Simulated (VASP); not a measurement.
A run of VASP 6.6.1 is set up as follows.

Contents of INCAR:

```
SYSTEM = LiGeH3
ALGO     = Normal         ! electronic algorithm
EDIFF    = 1E-6           ! SCF threshold, eV
ENCUT    = 520            ! plane-wave cutoff, eV
GGA      = PE             ! functional
ISIF     = 2              ! what is computed and relaxed
ISMEAR   = 0              ! smearing method
LASPH    = .True.         ! aspherical terms in the spheres
LCHARG   = .False.        ! write CHGCAR
LREAL    = .False.        ! projectors in reciprocal space
LWAVE    = .False.        ! write WAVECAR
NBANDS   = 18             ! bands
NELM     = 60             ! most SCF steps
PREC     = Accurate       ! precision mode
SIGMA    = 0.1            ! smearing width, eV
```

The input KPOINTS:

```
k-points
0
Gamma
  6 6 4
  0 0 0
```

Contents of POSCAR:

```
LiGeH3
1.0
    3.4270927100      0.0000000000      0.0000000000
    0.0000000000      3.4270927100      0.0000000000
    0.0000000000      0.0000000000      4.5600676300
Li Ge H
1 1 3
Direct
    0.5000000000      0.5000000000      0.6995421100
    0.0000000000      0.0000000000      0.9686971300
    0.5000000000      0.0000000000      0.1954655900
    0.0000000000      0.5000000000      0.1954655900
    0.0000000000      0.0000000000      0.5490295900
```

Potentials or basis: VASP PAW PBE potentials, release 64 (Li_sv, Ge_d, H).

Run with:

```console
$ cat potpaw_PBE.64/Li_sv/POTCAR potpaw_PBE.64/Ge_d/POTCAR potpaw_PBE.64/H/POTCAR > POTCAR
$ mpirun -np 1 vasp_std > vasp.out
```

Question: Estimate the band gap on the k mesh.

Answer: Zero (band 10 reaches 4.60 eV, above the bottom of band 11 at 2.43 eV).

Question: Estimate the largest force.

Answer: 2.790 eV/Å.

Forces in eV/Å, atoms in the order of the input:
```
Li   0.000  0.000 -0.763
Ge   0.000  0.000  2.790
H    0.000  0.000 -1.017
H    0.000  0.000 -1.017
H    0.000  0.000  0.007
```

Caveat: forces of over 1 eV/Å act on the atoms, so gaps and moduli don't describe the material at rest.
